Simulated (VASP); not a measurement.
# Ni in VASP: further runs

Ni is run at these levels: PBE; tasks: single point.

All numbers are computed with VASP 6.6.1; they aren't measurements. Logs are shortened: lines on timing, memory, paths and dates and some standing lists are left out, and cuts for length are marked.

### 1 The cell of the first run

The structure is tetragonal, space group I4/mmm (No. 139). The conventional cell has a = 2.395 Å, b = 2.395 Å, c = 3.782 Å, α = 90.00°, β = 90.00°, γ = 90.00°. Within 3.2 Å of Ni (site symmetry 4/mmm) lie 12 Ni at 2.39 to 2.54 Å.

### 2 Single point, PBE, collinear spin, ferromagnetic start

INCAR

```
SYSTEM = Ni
  PREC = Accurate
  ENCUT = 520
  EDIFF = 1E-7
  ISMEAR = 0
  SIGMA = 0.15
  LREAL = .FALSE.
  LASPH = .TRUE.
  NELM = 150
  ALGO = Fast
  ISIF = 2
  LWAVE = .FALSE.
  LCHARG = .FALSE.
  ISPIN = 2
  MAGMOM = 0.75
  LORBIT = 11
  LMAXMIX = 4
  GGA = PE
  NBANDS = 15
```

KPOINTS

```
regular mesh
0
G
  22 22 22
  0 0 0
```

POSCAR

```
Ni
1.0
    0.0000000000      1.6931684679      1.8910712758
    1.6931684679      0.0000000000      1.8910712758
    1.6931684679      1.6931684679      0.0000000000
Ni
1
Direct
    0.0000000000      0.0000000000      0.0000000000
```

Potentials or basis: VASP PAW PBE potentials, release 64 (Ni).

Launch:

```
cat potpaw_PBE.64/Ni/POTCAR > POTCAR
mpirun -np 1 vasp_std > vasp.out
```

OUTCAR:

```text
SYSTEM = Ni
   PREC = Accurate
   ENCUT = 520
   EDIFF = 1E-7
   ISMEAR = 0
   LREAL = .FALSE.
   LASPH = .TRUE.
   NELM = 150
   ISIF = 2
   ISPIN = 2
   LORBIT = 11
   GGA = PE

 ion  position               nearest neighbor table
   1  0.000  0.000  0.000-

  LATTYP: Found a body centered tetragonal cell.
 ALAT       =     2.3945018107
 C/A-ratio  =     1.5795112515

  Lattice vectors:

 A1 = (  -1.6931684679,   0.0000000000,   1.8910712758)
 A2 = (   1.6931684679,   0.0000000000,   1.8910712758)
 A3 = (   0.0000000000,   1.6931684679,  -1.8910712758)

Analysis of symmetry for initial positions (statically):
=====================================================================
 Subroutine PRICEL returns:
 Original cell was already a primitive cell.

 Routine SETGRP: Setting up the symmetry group for a
 body centered tetragonal supercell.

 Subroutine GETGRP returns: Found 16 space group operations
 (whereof 16 operations were pure point group operations)
 out of a pool of 16 trial point group operations.

The static configuration has the point symmetry D_4h.

Analysis of symmetry for dynamics (positions and initial velocities):
=====================================================================
 Subroutine PRICEL returns:
 Original cell was already a primitive cell.

 Routine SETGRP: Setting up the symmetry group for a
 body centered tetragonal supercell.

 Subroutine GETGRP returns: Found 16 space group operations
 (whereof 16 operations were pure point group operations)
 out of a pool of 16 trial point group operations.

The dynamic configuration has the point symmetry D_4h.

Analysis of structural, dynamic, and magnetic symmetry:
=====================================================================
 Subroutine PRICEL returns:
 Original cell was already a primitive cell.

 Routine SETGRP: Setting up the symmetry group for a
 body centered tetragonal supercell.

 Subroutine GETGRP returns: Found 16 space group operations
 (whereof 16 operations were pure point group operations)
 out of a pool of 16 trial point group operations.

The overall configuration has the point symmetry D_4h.

 Subroutine INISYM returns: Found 16 space group operations
 (whereof 16 operations are pure point group operations),
 and found     1 'primitive' translations

----------------------------------------------------------------------------------------

                                     Primitive cell

  volume of cell :      10.8427

  direct lattice vectors                    reciprocal lattice vectors
     0.000000000  1.693168468  1.891071276    -0.295304342  0.295304342  0.264400399
     1.693168468  0.000000000  1.891071276     0.295304342 -0.295304342  0.264400399
     1.693168468  1.693168468  0.000000000     0.295304342  0.295304342 -0.264400399

  length of vectors
     2.538300619  2.538300619  2.394501811     0.494284209  0.494284209  0.494284209

  position of ions in fractional coordinates (direct lattice)
     0.000000000  0.000000000  0.000000000

  ion indices of the primitive-cell ions
   primitive index   ion index
                 1           1

----------------------------------------------------------------------------------------

 KPOINTS: regular mesh

Automatic generation of k-mesh.
 Grid dimensions read from file:
 generate k-points for:   22   22   22

 Generating k-lattice:

  Cartesian coordinates                     Fractional coordinates (reciprocal lattice)
    -0.013422925  0.013422925  0.012018200     0.045454545 -0.000000000  0.000000000
     0.013422925 -0.013422925  0.012018200    -0.000000000  0.045454545  0.000000000
     0.013422925  0.013422925 -0.012018200     0.000000000  0.000000000  0.045454545

  Length of vectors
     0.022467464  0.022467464  0.022467464

  Shift w.r.t. Gamma in fractional coordinates (k-lattice)
     0.000000000  0.000000000  0.000000000

 Subroutine IBZKPT returns following result:
 ===========================================

 Found    834 irreducible k-points:

 Following reciprocal coordinates:
            Coordinates               Weight
  0.000000  0.000000  0.000000      1.000000
  0.045455 -0.000000  0.000000      8.000000
  0.090909 -0.000000  0.000000      8.000000
  0.136364 -0.000000  0.000000      8.000000
  0.181818 -0.000000  0.000000      8.000000
  0.227273 -0.000000  0.000000      8.000000
[... 16 lines left out ...]
  0.500000  0.045455  0.000000      8.000000
 -0.454545  0.045455  0.000000      8.000000
 [... further k-points ...]
   k-points           NKPTS =    834   k-points in BZ     NKDIM =    834   number of bands    NBANDS=     15
   number of dos      NEDOS =    301   number of ions     NIONS =      1
   total plane-waves  NPLWV =   7200
   dimension x,y,z NGX =    20 NGY =   20 NGZ =   18
   dimension x,y,z NGXF=    40 NGYF=   40 NGZF=   36
   ions per type =               1
   NGX,Y,Z   is equivalent  to a cutoff of  13.10, 13.10, 12.50 a.u.
   NGXF,Y,Z  is equivalent  to a cutoff of  26.20, 26.20, 24.99 a.u.
 SYSTEM =  Ni
   PREC   = accura    normal or accurate (medium, high low for compatibility)
   ISTART =      0    job   : 0-new  1-cont  2-samecut
   ICHARG =      2    charge: 1-file 2-atom 10-const
   ISPIN  =      2    spin polarized calculation?
   LNONCOLLINEAR =      F non collinear calculations
   LSORBIT =      F    spin-orbit coupling
   LASPH  =      T    aspherical Exc in radial PAW
   ENCUT  =  520.0 eV  38.22 Ry    6.18 a.u.   4.72  4.72  4.45*2*pi/ulx,y,z
   NELM   =    150;   NELMIN=  2; NELMDL= -5     # of ELM steps
   EDIFF  = 0.1E-06   stopping-criterion for ELM
   LREAL  =      F    real-space projection
   EDIFFG = 0.1E-05   stopping-criterion for IOM
   NSW    =      0    number of steps for IOM
   IBRION =     -1    ionic relax: 0-MD 1-quasi-New 2-CG
   NFREE  =      0    steps in history (QN), initial steepest desc. (CG)
   ISIF   =      2    stress and relaxation
   ISYM   =      2    0-nonsym 1-usesym 2-fastsym
   POTIM  = 0.5000    time-step for ionic-motion
   TEBEG  =    0.0;   TEEND  =   0.0 temperature during run
   PSTRESS=    0.0 pullay stress
   NELECT =      10.0000    total number of electrons
   NUPDOWN=      -1.0000    fix difference up-down
   EMIN   =  10.00;   EMAX   =-10.00  energy-range for DOS
   EFERMI =   0.00;   METHOD = LEGACY
   ISMEAR =     0;   SIGMA  =   0.15  broadening in eV -4-tet -1-fermi 0-gaus
   EFERMI_NEDOS =   21; number of points for ismear=-14 and -15
   IALGO  =     68    algorithm
   IMIX   =      4    mixing-type and parameters
     AMIX     =   0.40;   BMIX     =  1.00
     AMIX_MAG =   1.60;   BMIX_MAG =  1.00
  volume/ion in A,a.u.               =      10.84        73.17
  Fermi-wavevector in a.u.,A,eV,Ry     =   1.593537  3.011348 34.550082  2.539359
  Thomas-Fermi vector in A             =   2.691751
   LORBIT       =     11    0 simple, 1 ext, 2 COOP (PROOUT), +10 PAW based schemes
   GGA     = PE    functional components
   LHFCALC =     F    Hartree Fock is set to
   AEXX    =    0.0000 exact exchange contribution
   IVDW    =     0    specifies the selected vdW correction
   LEPSILON=     F    determine dielectric tensor
   LRPA    =     F    only Hartree local field effects (RPA)
 spin polarized calculation
 RMM-DIIS sequential band-by-band and
 Gauss-broadening in eV      SIGMA  =   0.15
  energy-cutoff  :      520.00
  volume of cell :       10.84
 maximum number of plane-waves:       306
   NGX =  9   NGY =  9   NGZ =  9

 number of electron      10.0000002 magnetization       0.6136704

 Free energy of the ion-electron system (eV)
  ---------------------------------------------------
  ext. energy  EPLUGINS =         0.00000000
  ---------------------------------------------------
  free energy    TOTEN  =        -5.44158467 eV

  energy without entropy =       -5.42092109  energy(sigma->0) =       -5.43125288

 E-fermi :   9.4096     XC(G=0): -13.2730

 val. band max:        9.4086475118   @ k =  -0.3182   0.3182   0.0909
 cond. band min:       9.4097316431   @ k =   0.4091   0.3636   0.0000
 fundamental gap:      0.0010841313
 Fermi energy:         9.4096045416

 spin component 1

 k-point     1 :       0.0000    0.0000    0.0000
  band No.  band energies     occupation
      1       0.3932      1.00000
      2       6.5494      1.00000
      3       7.2766      1.00000
      4       7.2766      1.00000
      5       7.7552      1.00000
      6       8.5210      1.00000
      7      33.4193      0.00000
      8      36.2771      0.00000
      9      37.5355      0.00000
     10      37.5355      0.00000
     11      39.9857      0.00000
     12      39.9857      0.00000
     13      40.6309      0.00000
     14      42.0979      0.00000
     15      43.6119      0.00000
[... 397 lines left out ...]
 k-point    24 :      -0.4545    0.0455    0.0000
  band No.  band energies     occupation
      1       4.6312      1.00000
      2       6.6678      1.00000
      3       7.3932      1.00000
      4       8.3940      1.00000
      5       8.6992      1.00000
      6       9.6678      0.00746
      7      15.3816      0.00000
      8      29.0008      0.00000
      9      34.2733      0.00000
     10      35.9517      0.00000
     11      36.2460      0.00000
     12      39.0842      0.00000
     13      43.9734      0.00000
     14      54.1274      0.00000
     15      54.4414      0.00000

 [... further k-points ...]

 spin component 2

 k-point     1 :       0.0000    0.0000    0.0000
  band No.  band energies     occupation
      1       0.3628      1.00000
      2       7.2799      1.00000
      3       8.0070      1.00000
      4       8.0070      1.00000
      5       8.3341      1.00000
      6       9.1038      0.99803
      7      33.2665      0.00000
      8      36.1804      0.00000
      9      37.5537      0.00000
     10      37.5537      0.00000
     11      40.0569      0.00000
     12      40.0569      0.00000
     13      40.7859      0.00000
     14      41.9999      0.00000
     15      43.8512      0.00000
[... 397 lines left out ...]
 k-point    24 :      -0.4545    0.0455    0.0000
  band No.  band energies     occupation
      1       5.0467      1.00000
      2       7.2774      1.00000
      3       7.9902      1.00000
      4       8.6762      1.00000
      5       9.4361      0.40122
      6      10.0920      0.00000
      7      15.7754      0.00000
      8      28.9998      0.00000
      9      34.2419      0.00000
     10      36.0239      0.00000
     11      36.3112      0.00000
     12      39.1162      0.00000
     13      44.0757      0.00000
     14      54.2051      0.00000
     15      54.5330      0.00000

 [... further k-points ...]
[... 5 lines left out ...]
  --------------------------------------------------------------------------------------
  -------------------------------------------------------------------------------------
  Total        0.4971702      0.4971702     -0.6129878      0.0000000      0.0000000     -0.0000000
  in kB       73.4644892     73.4644892    -90.5783051      0.0000000      0.0000000     -0.0000000
  external PRESSURE =      18.7835577 kB  Pullay stress =       0.0000000 kB

 VOLUME and BASIS-vectors are now :
 -----------------------------------------------------------------------------
  energy-cutoff  :      520.00
  volume of cell :       10.84
      direct lattice vectors                 reciprocal lattice vectors
     0.000000000  1.693168468  1.891071276    -0.295304342  0.295304342  0.264400399
     1.693168468  0.000000000  1.891071276     0.295304342 -0.295304342  0.264400399
     1.693168468  1.693168468  0.000000000     0.295304342  0.295304342 -0.264400399

 POSITION                                       TOTAL-FORCE (eV/Angst)
 -----------------------------------------------------------------------------------
      0.00000      0.00000      0.00000         0.000000      0.000000      0.000000
 -----------------------------------------------------------------------------------
    total drift:                                0.000000     -0.000000      0.000000

  FREE ENERGIE OF THE ION-ELECTRON SYSTEM (eV)
  ---------------------------------------------------
  free  energy   TOTEN  =        -5.4415846665 eV

  energy  without entropy=       -5.4209210854  energy(sigma->0) =       -5.43125288

 total charge

# of ion       s       p       d       tot
------------------------------------------
    1        0.499   0.500   8.322   9.320

 magnetization (x)

# of ion       s       p       d       tot
------------------------------------------
    1       -0.006  -0.023   0.654   0.625
```

Wall time 6 min (1 thread of Intel Xeon 8259CL, shared host); peak memory 0.3 GiB.

What came out:

* Free energy: -5.4416 eV
* Pressure: 1.9 GPa
* Net moment: 0.61 μB per cell
* Site moments: Ni +0.62 μB
* Valence electrons inside the program's atomic spheres: Ni 9.32

Levels at points of the mesh, in eV from the Fermi level:
Spin up:
| k point | band 1 | band 2 | band 3 | band 4 | band 5 | band 6 | band 7 | band 8 | band 9 | band 10 |
| --- | --- | --- | --- | --- | --- | --- | --- | --- | --- | --- |
| (0.00, 0.00, 0.00) | -9.02 | -2.86 | -2.13 | -2.13 | -1.65 | -0.89 | 24.01 | 26.87 | 28.13 | 28.13 |
| (0.50, 0.00, 0.00) | -4.81 | -2.73 | -2.04 | -0.68 | -0.46 | -0.24 | 5.78 | 20.47 | 25.00 | 25.74 |
| (0.50, 0.50, 0.00) | -4.74 | -4.15 | -0.47 | -0.47 | -0.46 | 0.90 | 7.37 | 16.78 | 16.78 | 21.42 |
| (0.50, 0.00, 0.50) | -4.61 | -4.14 | -0.69 | -0.59 | -0.17 | 3.38 | 10.28 | 14.11 | 14.12 | 19.14 |
Spin down:
| k point | band 1 | band 2 | band 3 | band 4 | band 5 | band 6 | band 7 | band 8 | band 9 | band 10 |
| --- | --- | --- | --- | --- | --- | --- | --- | --- | --- | --- |
| (0.00, 0.00, 0.00) | -9.05 | -2.13 | -1.40 | -1.40 | -1.08 | -0.31 | 23.86 | 26.77 | 28.14 | 28.14 |
| (0.50, 0.00, 0.00) | -4.39 | -2.12 | -1.44 | -0.30 | 0.05 | 0.28 | 6.19 | 20.42 | 25.00 | 25.81 |
| (0.50, 0.50, 0.00) | -4.41 | -3.52 | 0.14 | 0.36 | 0.36 | 0.85 | 7.66 | 16.79 | 16.79 | 21.58 |
| (0.50, 0.00, 0.50) | -4.26 | -3.56 | 0.03 | 0.13 | 0.69 | 3.35 | 10.50 | 14.10 | 14.16 | 19.30 |

Caveat: the cell differs from its parent crystal (strain +e along x and -e along y +0.0000, strain +e along z and -e/2 along x and y +0.0750).

### 3 Single point, PBE, collinear spin, ferromagnetic start

INCAR

```
PREC = Accurate ; ENCUT = 520
EDIFF = 1E-7 ; ISMEAR = 0
SIGMA = 0.15 ; LREAL = F
LASPH = T ; NELM = 150
ALGO = Normal ; ISIF = 2
LWAVE = F ; LCHARG = F
ISPIN = 2 ; MAGMOM = 0.75
LORBIT = 11 ; LMAXMIX = 4
GGA = PE ; NBANDS = 15
```

KPOINTS

```
Automatic mesh
0
Gamma
  22 22 22
```

POSCAR

```
Ni
1.0
    0.0000000000      1.9526410383      1.7591360705
    1.5656311027      0.0000000000      1.7591360705
    1.5656311027      1.9526410383      0.0000000000
Ni
1
Direct
    0.0000000000      0.0000000000      0.0000000000
```

Potentials or basis: VASP PAW PBE potentials, release 64 (Ni).

Launch:

```
cat potpaw_PBE.64/Ni/POTCAR > POTCAR
mpirun -np 1 vasp_std > vasp.out
```

Run time: 5.5 min. Hardware: 1 thread of AMD EPYC 9R45 (Zen 5), shared host; peak memory 0.41 GiB.

The run converged. Its results:

```
Free energy                                           : -5.3889 eV
Pressure                                              : 4.8 GPa
Net moment                                            : 0.58 μB per cell
Site moments                                          : Ni +0.59 μB
Valence electrons inside the program's atomic spheres : Ni 9.34
```

Stress tensor (GPa, compression positive):
```
 12.65   0.00   0.00
  0.00 -10.42   0.00
  0.00   0.00  12.04
```

Levels at points of the mesh, in eV from the Fermi level:
Spin up:
| k point | band 3 | band 4 | band 5 | band 6 | band 7 | band 8 |
| --- | --- | --- | --- | --- | --- | --- |
| (0.00, 0.00, 0.00) | -2.17 | -1.91 | -1.62 | -0.70 | 24.62 | 26.44 |
| (0.50, 0.00, 0.00) | -1.68 | -0.71 | -0.29 | -0.13 | 6.03 | 19.39 |
| (0.50, 0.50, 0.00) | -0.83 | -0.67 | 0.04 | 2.43 | 9.27 | 15.59 |
| (0.50, 0.00, 0.50) | -0.52 | -0.44 | -0.30 | 0.30 | 6.66 | 17.85 |
| (0.00, 0.50, 0.50) | -0.64 | -0.49 | -0.04 | 5.58 | 12.37 | 12.50 |
Spin down:
```csv
k point,band 1,band 2,band 3,band 4,band 5,band 6,band 7,band 8,band 9,band 10
"(0.00, 0.00, 0.00)",-9.06,-2.27,-1.45,-1.34,-0.98,-0.16,24.49,26.33,27.89,29.64
"(0.50, 0.00, 0.00)",-4.39,-2.35,-1.13,-0.18,-0.05,0.43,6.41,19.38,24.02,24.96
"(0.50, 0.50, 0.00)",-4.31,-3.27,-0.14,-0.12,0.86,2.40,9.52,15.56,15.85,20.65
"(0.50, 0.00, 0.50)",-4.47,-3.44,0.14,0.18,0.25,0.51,6.96,17.83,18.25,22.69
"(0.00, 0.50, 0.50)",-4.20,-3.73,0.15,0.16,0.77,5.58,12.41,12.51,12.75,17.95
```

Caveat: the cell differs from its parent crystal (strain +e along x and -e along y -0.1100, strain +e along z and -e/2 along x and y +0.0000); the cell stands under pressure.

[end of part 1 of 2]
